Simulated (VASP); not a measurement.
# BN (F-43m) in VASP: notebook

The runs below take BN through single point, with HF.

All numbers are computed with VASP 6.6.1; they aren't measurements. Logs are shortened: lines on timing, memory, paths and dates and some standing lists are left out, and cuts for length are marked.

### Step 1. The cell of the first run

It takes space group F-43m (No. 216, cubic). Conventional cell: a = 3.517 Å, b = 3.517 Å, c = 3.517 Å, α = 90.00°, β = 90.00°, γ = 90.00°. B (site symmetry -43m) has 4 N at 1.52 Å within 2.0 Å. Within 2.0 Å of N (site symmetry -43m) lie 4 B at 1.52 Å.

### Step 2. Single point, HF

POSCAR

```
BN
1.0
    3.5168811956      0.0000000000      0.0000000000
    0.0000000000      3.5168811956      0.0000000000
    0.0000000000      0.0000000000      3.5168811956
B N
4 4
Direct
    0.0000000000      0.0000000000      0.0000000000
    0.5000000000      0.5000000000      0.0000000000
    0.5000000000      0.0000000000      0.5000000000
    0.0000000000      0.5000000000      0.5000000000
    0.2500000000      0.2500000000      0.2500000000
    0.7500000000      0.7500000000      0.2500000000
    0.7500000000      0.2500000000      0.7500000000
    0.2500000000      0.7500000000      0.7500000000
```

INCAR.step1

```
PREC     = Accurate       # precision mode
ENCUT    = 520            # plane-wave cutoff, eV
EDIFF    = 1E-5           # SCF threshold, eV
ISMEAR   = 0              # smearing method
SIGMA    = 0.01           # smearing width, eV
LREAL    = False          # projectors in reciprocal space
LASPH    = True           # aspherical terms in the spheres
NELM     = 120            # most SCF steps
ALGO     = Normal         # electronic algorithm
ISIF     = 2              # what is computed and relaxed
LWAVE    = True           # write WAVECAR
LCHARG   = False          # write CHGCAR
NBANDS   = 26             # bands
GGA      = PE             # functional
GGA_COMPAT= False
```

INCAR.step2

```
PREC     = Accurate       # precision mode
ENCUT    = 520            # plane-wave cutoff, eV
EDIFF    = 1E-6           # SCF threshold, eV
ISMEAR   = 0              # smearing method
SIGMA    = 0.01           # smearing width, eV
LREAL    = False          # projectors in reciprocal space
LASPH    = True           # aspherical terms in the spheres
NELM     = 120            # most SCF steps
ALGO     = Normal         # electronic algorithm
ISIF     = 2              # what is computed and relaxed
LWAVE    = False          # write WAVECAR
LCHARG   = False          # write CHGCAR
GGA      = PE             # functional
LHFCALC  = True           # exact exchange
AEXX     = 1.0            # exact-exchange fraction
ALDAC    = 0.0          
AGGAC    = 0.0          
PRECFOCK = Normal       
NBANDS   = 26             # bands
ISTART   = 1            
GGA_COMPAT= False
```

KPOINTS

```
regular mesh
0
Gamma
  1 1 1
```

Potentials or basis: VASP PAW PBE potentials, release 64 (B, N).

Run with:

```
> cat potpaw_PBE.64/B/POTCAR potpaw_PBE.64/N/POTCAR > POTCAR
> cp INCAR.step1 INCAR
> mpirun -np 1 vasp_gam > vasp.out
> cp INCAR.step2 INCAR
> mpirun -np 1 vasp_gam > vasp.out
```

OUTCAR:

```text
PREC = Accurate
   ENCUT = 520
   EDIFF = 1E-6
   ISMEAR = 0
   LREAL = False
   LASPH = True
   NELM = 120
   ISIF = 2
   GGA = PE
   LHFCALC = True
   AEXX = 1.0
   PRECFOCK = Normal
   ISTART = 1

 ion  position               nearest neighbor table
   1  0.000  0.000  0.000-   5 1.52   6 1.52   7 1.52   8 1.52
   2  0.500  0.500  0.000-   5 1.52   6 1.52   7 1.52   8 1.52
   3  0.500  0.000  0.500-   5 1.52   6 1.52   7 1.52   8 1.52
   4  0.000  0.500  0.500-   5 1.52   6 1.52   7 1.52   8 1.52
   5  0.250  0.250  0.250-   1 1.52   2 1.52   3 1.52   4 1.52
   6  0.750  0.750  0.250-   1 1.52   2 1.52   3 1.52   4 1.52
   7  0.750  0.250  0.750-   1 1.52   2 1.52   3 1.52   4 1.52
   8  0.250  0.750  0.750-   1 1.52   2 1.52   3 1.52   4 1.52

  LATTYP: Found a simple cubic cell.
 ALAT       =     3.5168811956

  Lattice vectors:

 A1 = (   3.5168811956,   0.0000000000,   0.0000000000)
 A2 = (   0.0000000000,   3.5168811956,   0.0000000000)
 A3 = (   0.0000000000,   0.0000000000,   3.5168811956)

Analysis of symmetry for initial positions (statically):
=====================================================================
 Subroutine PRICEL returns following result:

  LATTYP: Found a face centered cubic cell.
 ALAT       =     3.5168811956

  Lattice vectors:

 A1 = (   1.7584405978,  -1.7584405978,   0.0000000000)
 A2 = (   1.7584405978,   0.0000000000,   1.7584405978)
 A3 = (   0.0000000000,  -1.7584405978,   1.7584405978)

   4 primitive cells build up your supercell.

 Routine SETGRP: Setting up the symmetry group for a
 simple cubic supercell.

 Subroutine GETGRP returns: Found 24 space group operations
 (whereof 24 operations were pure point group operations)
 out of a pool of 48 trial point group operations.

The static configuration has the point symmetry T_d .

Analysis of symmetry for dynamics (positions and initial velocities):
=====================================================================
 Subroutine PRICEL returns following result:

  LATTYP: Found a face centered cubic cell.
 ALAT       =     3.5168811956

  Lattice vectors:

 A1 = (   1.7584405978,  -1.7584405978,   0.0000000000)
 A2 = (   1.7584405978,   0.0000000000,   1.7584405978)
 A3 = (   0.0000000000,  -1.7584405978,   1.7584405978)

   4 primitive cells build up your supercell.

 Routine SETGRP: Setting up the symmetry group for a
 simple cubic supercell.

 Subroutine GETGRP returns: Found 24 space group operations
 (whereof 24 operations were pure point group operations)
 out of a pool of 48 trial point group operations.

The dynamic configuration has the point symmetry T_d .

 Subroutine INISYM returns: Found 24 space group operations
 (whereof 24 operations are pure point group operations),
 and found     4 'primitive' translations

----------------------------------------------------------------------------------------

                                     Primitive cell

  volume of cell :      10.8746

  direct lattice vectors                    reciprocal lattice vectors
     1.758440598 -1.758440598  0.000000000     0.284342844 -0.284342844 -0.284342844
     1.758440598  0.000000000  1.758440598     0.284342844  0.284342844  0.284342844
     0.000000000 -1.758440598  1.758440598    -0.284342844 -0.284342844  0.284342844

  length of vectors
     2.486810542  2.486810542  2.486810542     0.492496252  0.492496252  0.492496252

  position of ions in fractional coordinates (direct lattice)
     0.000000000  0.000000000  0.000000000
     0.750000000  0.750000000  0.750000000

  ion indices of the primitive-cell ions
   primitive index   ion index
                 1           1
                 2           5

----------------------------------------------------------------------------------------

 KPOINTS: regular mesh

Automatic generation of k-mesh.
 Grid dimensions read from file:
 generate k-points for:    1    1    1

 Generating k-lattice:

  Cartesian coordinates                     Fractional coordinates (reciprocal lattice)
     0.284342844  0.000000000  0.000000000     1.000000000  0.000000000  0.000000000
     0.000000000  0.284342844  0.000000000     0.000000000  1.000000000  0.000000000
     0.000000000  0.000000000  0.284342844     0.000000000  0.000000000  1.000000000

  Length of vectors
     0.284342844  0.284342844  0.284342844

  Shift w.r.t. Gamma in fractional coordinates (k-lattice)
     0.000000000  0.000000000  0.000000000

 Subroutine IBZKPT returns following result:
 ===========================================

 Found      1 irreducible k-points:

 Following reciprocal coordinates:
            Coordinates               Weight
  0.000000  0.000000  0.000000      1.000000
   k-points           NKPTS =      1   k-points in BZ     NKDIM =      1   number of bands    NBANDS=     26
   number of dos      NEDOS =    301   number of ions     NIONS =      8
   total plane-waves  NPLWV =  21952
   dimension x,y,z NGX =    28 NGY =   28 NGZ =   28
   dimension x,y,z NGXF=    56 NGYF=   56 NGZF=   56
   ions per type =               4   4
   NGX,Y,Z   is equivalent  to a cutoff of  13.24, 13.24, 13.24 a.u.
   NGXF,Y,Z  is equivalent  to a cutoff of  26.47, 26.47, 26.47 a.u.
 SYSTEM =  unknown system
   PREC   = accura    normal or accurate (medium, high low for compatibility)
   ISTART =      1    job   : 0-new  1-cont  2-samecut
   ICHARG =      0    charge: 1-file 2-atom 10-const
   ISPIN  =      1    spin polarized calculation?
   LNONCOLLINEAR =      F non collinear calculations
   LSORBIT =      F    spin-orbit coupling
   LASPH  =      T    aspherical Exc in radial PAW
   ENCUT  =  520.0 eV  38.22 Ry    6.18 a.u.   6.54  6.54  6.54*2*pi/ulx,y,z
   NELM   =    120;   NELMIN=  2; NELMDL=  0     # of ELM steps
   EDIFF  = 0.1E-05   stopping-criterion for ELM
   LREAL  =      F    real-space projection
   EDIFFG = 0.1E-04   stopping-criterion for IOM
   NSW    =      0    number of steps for IOM
   IBRION =     -1    ionic relax: 0-MD 1-quasi-New 2-CG
   NFREE  =      0    steps in history (QN), initial steepest desc. (CG)
   ISIF   =      2    stress and relaxation
   ISYM   =      3    0-nonsym 1-usesym 2-fastsym
   POTIM  = 0.5000    time-step for ionic-motion
   TEBEG  =    0.0;   TEEND  =   0.0 temperature during run
   PSTRESS=    0.0 pullay stress
   NELECT =      32.0000    total number of electrons
   NUPDOWN=      -1.0000    fix difference up-down
   EMIN   =  10.00;   EMAX   =-10.00  energy-range for DOS
   EFERMI =   0.00;   METHOD = LEGACY
   ISMEAR =     0;   SIGMA  =   0.01  broadening in eV -4-tet -1-fermi 0-gaus
   EFERMI_NEDOS =   21; number of points for ismear=-14 and -15
   IALGO  =     38    algorithm
   IMIX   =      1    mixing-type and parameters
     AMIX     =   0.40;   BMIX     =  1.00
     AMIX_MAG =   1.60;   BMIX_MAG =  1.00
  volume/ion in A,a.u.               =       5.44        36.69
  Fermi-wavevector in a.u.,A,eV,Ry     =   1.477862  2.792754 29.716147  2.184075
  Thomas-Fermi vector in A             =   2.592214
   LORBIT       =      0    0 simple, 1 ext, 2 COOP (PROOUT), +10 PAW based schemes
   GGA     = PE    functional components
   LHFCALC =     T    Hartree Fock is set to
   PRECFOCK=normal    Normal, Fast or Accurate (Low or Medium for compatibility)
   ENCUT4O =  -1.0   cutoff for four orbital integrals eV
   NKREDX  =     1    reduce k-point grid by
   NKREDY  =     1    reduce k-point grid by
   NKREDZ  =     1    reduce k-point grid by
   AEXX    =    1.0000 exact exchange contribution
   HFSCREEN=    0.0000 screening length (either q_TF or 0.3 A-1)
   HFSCREENC=   0.0000 screening length for correlation (either q_TF or 0.3 A-1)
   ENCUTFOCK=  -1.0 apply spherical cutoff to Coloumb kernel
   IVDW    =     0    specifies the selected vdW correction
   LEPSILON=     F    determine dielectric tensor
   LRPA    =     F    only Hartree local field effects (RPA)
 non-spin polarized calculation
 Gauss-broadening in eV      SIGMA  =   0.01
  energy-cutoff  :      520.00
  volume of cell :       43.50
 maximum number of plane-waves:       595
 NGX is ok and might be reduce to    28
  NGX = 20; NGY = 20; NGZ = 20

 number of electron      32.0000013 magnetization

 Free energy of the ion-electron system (eV)
  ---------------------------------------------------
  ext. energy  EPLUGINS =         0.00000000
  ---------------------------------------------------
  free energy    TOTEN  =      -117.52773186 eV

  energy without entropy =     -117.52773186  energy(sigma->0) =     -117.52773186

 E-fermi :   3.3968     XC(G=0):   0.0000

 val. band max:        3.2934755053   @ k =   0.0000   0.0000   0.0000
 cond. band min:      19.9105533630   @ k =   0.0000   0.0000   0.0000
 fundamental gap:     16.6170778577
 Fermi energy:         3.3967779933

 k-point     1 :       0.0000    0.0000    0.0000
  band No.  band energies     occupation
      1     -23.3994      2.00000
      2     -15.8476      2.00000
      3     -15.8476      2.00000
      4     -15.8476      2.00000
      5      -8.2239      2.00000
      6      -8.2239      2.00000
[... 18 lines left out ...]
     25      25.5385      0.00000
     26      28.8519      0.00000

------------------------ aborting loop because EDIFF is reached ----------------------------------------

  FORCE on cell =-STRESS in cart. coord.  units (eV):
  Direction    XX          YY          ZZ          XY          YZ          ZX
  --------------------------------------------------------------------------------------
  -------------------------------------------------------------------------------------
  Total       14.4028092     14.4028092     14.4028092      0.0000000      0.0000000      0.0000000
  in kB      530.4991564    530.4991564    530.4991564      0.0000000      0.0000000      0.0000000
  external PRESSURE =     530.4991564 kB  Pullay stress =       0.0000000 kB

 VOLUME and BASIS-vectors are now :
 -----------------------------------------------------------------------------
  energy-cutoff  :      520.00
  volume of cell :       43.50
      direct lattice vectors                 reciprocal lattice vectors
     3.516881196  0.000000000  0.000000000     0.284342844  0.000000000  0.000000000
     0.000000000  3.516881196  0.000000000     0.000000000  0.284342844  0.000000000
     0.000000000  0.000000000  3.516881196     0.000000000  0.000000000  0.284342844

 POSITION                                       TOTAL-FORCE (eV/Angst)
 -----------------------------------------------------------------------------------
      0.00000      0.00000      0.00000        -0.000000     -0.000000     -0.000000
      1.75844      1.75844      0.00000        -0.000000      0.000000      0.000000
      1.75844      0.00000      1.75844         0.000000      0.000000      0.000000
      0.00000      1.75844      1.75844         0.000000      0.000000      0.000000
      0.87922      0.87922      0.87922        -0.000000     -0.000000     -0.000000
      2.63766      2.63766      0.87922        -0.000000      0.000000      0.000000
      2.63766      0.87922      2.63766         0.000000     -0.000000     -0.000000
      0.87922      2.63766      2.63766        -0.000000      0.000000     -0.000000
 -----------------------------------------------------------------------------------
    total drift:                                0.000000     -0.000000      0.000000

  FREE ENERGIE OF THE ION-ELECTRON SYSTEM (eV)
  ---------------------------------------------------
  free  energy   TOTEN  =      -117.5277318584 eV

  energy  without entropy=     -117.5277318584  energy(sigma->0) =     -117.52773186
```

It took 20 s on 1 thread of AMD EPYC 7R13, shared host; peak memory 0.12 GiB.

What came out:

| Quantity | Value |
| --- | --- |
| Free energy | -117.5277 eV |
| Pressure | 53.0 GPa |
| Band gap on the k mesh | 16.62 eV |

Levels at points of the mesh, in eV from the valence-band top:
| k point | band 14 | band 15 | band 16 | band 17 | band 18 | band 19 |
| --- | --- | --- | --- | --- | --- | --- |
| (0.00, 0.00, 0.00) | 0.00 | 0.00 | 0.00 | 16.62 | 16.62 | 16.62 |

Caveat: the k points lie up to 1.79 Å⁻¹ apart; the PAW data sets were made with another functional, which shifts forces and pressure a little. A k mesh can miss the band edges.

### Step 3. Single point, HF

POSCAR is that of step 2.

INCAR.step1

```
SYSTEM = BN
ALGO     = Normal         ! electronic algorithm
EDIFF    = 1E-5           ! SCF threshold, eV
ENCUT    = 520            ! plane-wave cutoff, eV
GGA      = PE             ! functional
GGA_COMPAT= .False.      
ISIF     = 2              ! what is computed and relaxed
ISMEAR   = 0              ! smearing method
LASPH    = .True.         ! aspherical terms in the spheres
LREAL    = .False.        ! projectors in reciprocal space
LWAVE    = .True.         ! write WAVECAR
NBANDS   = 26             ! bands
NELM     = 120            ! most SCF steps
PREC     = Accurate       ! precision mode
SIGMA    = 0.01           ! smearing width, eV
```

INCAR.step2

```
SYSTEM = BN
AEXX     = 1.0            ! exact-exchange fraction
AGGAC    = 0.0          
ALDAC    = 0.0          
ALGO     = Normal         ! electronic algorithm
EDIFF    = 1E-6           ! SCF threshold, eV
ENCUT    = 520            ! plane-wave cutoff, eV
GGA      = PE             ! functional
GGA_COMPAT= .False.      
ISIF     = 2              ! what is computed and relaxed
ISMEAR   = 0              ! smearing method
ISTART   = 1            
LASPH    = .True.         ! aspherical terms in the spheres
LCHARG   = .True.         ! write CHGCAR
LELF     = .True.         ! ELF
LHFCALC  = .True.         ! exact exchange
LREAL    = .False.        ! projectors in reciprocal space
LVHAR    = .True.       
LWAVE    = .False.        ! write WAVECAR
NBANDS   = 26             ! bands
NELM     = 120            ! most SCF steps
PREC     = Accurate       ! precision mode
PRECFOCK = Normal       
SIGMA    = 0.01           ! smearing width, eV
```

KPOINTS

```
k-points
0
Gamma
  1 1 1
  0 0 0
```

Potentials or basis: VASP PAW PBE potentials, release 64 (B, N).

Run with:

```
> cat potpaw_PBE.64/B/POTCAR potpaw_PBE.64/N/POTCAR > POTCAR
> cp INCAR.step1 INCAR
> mpirun -np 1 vasp_gam > vasp.out
> cp INCAR.step2 INCAR
> mpirun -np 1 vasp_gam > vasp.out
```

Run time: 24 s. Hardware: 1 thread of AMD EPYC 7R13, shared host; peak memory 0.12 GiB.

The run converged. Its results:

| Item | Value |
| --- | --- |
| Free energy | -117.5277 eV |
| Pressure | 53.0 GPa |
| Band gap on the k mesh | 16.62 eV |

Levels at points of the mesh, in eV from the valence-band top:
| k point | band 13 | band 14 | band 15 | band 16 | band 17 | band 18 | band 19 | band 20 |
| --- | --- | --- | --- | --- | --- | --- | --- | --- |
| (0.00, 0.00, 0.00) | -6.32 | 0.00 | 0.00 | 0.00 | 16.62 | 16.62 | 16.62 | 21.88 |

Caveat: the k points lie up to 1.79 Å⁻¹ apart; the PAW data sets were made with another functional, which shifts forces and pressure a little. A k mesh can miss the band edges.
